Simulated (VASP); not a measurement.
AlN, 4 atoms in the cell. The structure is hexagonal, space group P6_3mc (No. 186). Conventional cell: a = 3.130 Å, b = 3.130 Å, c = 5.018 Å, α = 90.00°, β = 90.00°, γ = 120.00°. Al (site symmetry 3m) has 4 N at 1.90 to 1.91 Å within 2.5 Å. N (site symmetry 3m) has 4 Al at 1.90 to 1.91 Å within 2.5 Å. 

* Program: VASP 6.6.1
* Task: single point
* Functional: PBE
* Potentials or basis: VASP PAW PBE potentials, release 64 (Al, N)
* Cutoff: 520 eV
* k mesh: 8 × 8 × 5
* Occupations: gaussian, width 0.01 eV
* Spin: no spin polarisation
* Dipole correction: no
* Further INCAR settings: ALGO = Normal; EDIFF = 1e-06; NBANDS = 16

Potentials or basis: VASP PAW PBE potentials, release 64 (Al, N).

Run with:

```bash
$ cat potpaw_PBE.64/Al/POTCAR potpaw_PBE.64/N/POTCAR > POTCAR
$ mpirun -np 1 vasp_std > vasp.out
```

Hardware: 1 thread of Intel(R) Xeon(R) Platinum 8488C (Sapphire Rapids), with other jobs on the host.

Q: How long does it take, and how much memory?

A: It took 10 s on 1 thread of Intel(R) Xeon(R) Platinum 8488C (Sapphire Rapids) (shared host), peak memory 0.16 GiB. Counts: scf iterations 13, k points 30.
